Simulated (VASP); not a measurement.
## SiNi: relaxation of cell and atoms with LDA

The system is SiNi.

```xyz
8
Lattice="4.5037 0.0000 0.0000 0.0000 4.5037 0.0000 0.0000 0.0000 4.5037" Properties=species:S:1:pos:R:3 pbc="T T T"
Si    2.9417    0.6898    1.5620
Si    0.6898    1.5620    2.9417
Si    1.5620    2.9417    0.6898
Si    3.8139    3.8139    3.8139
Ni    1.5785    3.8304    2.9252
Ni    3.8304    2.9252    1.5785
Ni    2.9252    1.5785    3.8304
Ni    0.6733    0.6733    0.6733
```

```json
{"Program": "VASP 6.6.1", "Task": "relaxation of cell and atoms", "Functional": "LDA", "Potentials or basis": "VASP PAW LDA potentials, release 64 (Si, Ni)", "Cutoff": "600 eV", "k mesh": "4 × 4 × 4", "Occupations": "gaussian, width 0.1 eV", "Spin": "no spin polarisation", "Dipole correction": "no", "Further INCAR settings": "ALGO = Normal; EDIFF = 1e-07; IBRION = 2; EDIFFG = -0.05; NSW = 100; ISIF = 3"}
```

```yaml
Relaxed_volume: 10.89 Å³/atom
Relaxed_cell: a = 4.433 Å, b = 4.433 Å, c = 4.433 Å, α = 90.00°, β = 90.00°, γ = 90.00°
Space_group_after_relaxing_to_0.1_Å: P2_13 (No. 198)
Energy_gained_by_relaxing: 15.6 meV/atom
Ionic_steps: 3
Pressure_after_relaxing: 0.0 GPa
Largest_force_after_relaxing: 0.028 eV/Å
Band_gap_on_the_k_mesh: zero (bands 28 and 29 overlap by 1.27 eV)
```

Forces in eV/Å, atoms in the order of the input:
```
Si   0.016  0.016 -0.016
Si   0.016 -0.016  0.016
Si  -0.016  0.016  0.016
Si  -0.016 -0.016 -0.016
Ni   0.001  0.001 -0.001
Ni   0.001 -0.001  0.001
Ni  -0.001  0.001  0.001
Ni  -0.001 -0.001 -0.001
```

Step by step:
| step | energy change (eV) | largest force (eV/Å) | pressure (GPa) | volume (Å³) |
| --- | --- | --- | --- | --- |
| 1 | 0.0000 | 0.0633 | -8.91 | 91.35 |
| 2 | -0.0014 | 0.0404 | 10.67 | 83.21 |
| 3 | -0.1246 | 0.0280 | -0.05 | 87.11 |

Final structure:
```
Si Ni
1.0
     4.43295    0.00000    0.00000
     0.00000    4.43295    0.00000
     0.00000    0.00000    4.43295
Si Ni
4 4
Direct
  0.65336 0.15336 0.34664
  0.15336 0.34664 0.65336
  0.34664 0.65336 0.15336
  0.84664 0.84664 0.84664
  0.35060 0.85060 0.64940
  0.85060 0.64940 0.35060
  0.64940 0.35060 0.85060
  0.14940 0.14940 0.14940
```

Levels at points of the mesh, in eV from the Fermi level:
```
           k point  band 25  band 26  band 27  band 28  band 29  band 30  band 31  band 32
(0.00, 0.00, 0.00)    -1.81    -1.81    -1.81     1.01     1.01     1.01     1.35     1.35
(0.50, 0.00, 0.00)    -2.21    -2.21    -0.74    -0.74    -0.26    -0.26     2.79     2.79
(0.50, 0.50, 0.00)    -1.71    -1.71    -1.11    -1.11     0.31     0.31     0.83     0.83
(0.50, 0.50, 0.50)    -1.98    -1.98    -1.98    -1.98     4.30     4.30     4.30     4.30
```

It took 3.2 min on 1 thread of AMD EPYC 7R13 (shared host), peak memory 0.19 GiB.

Caveat: the relaxation stopped at a loose force limit of 0.05 eV/Å, so its end isn't a converged minimum. Spin polarisation is off, so any magnetic state and its effect on volume and gap are missing.
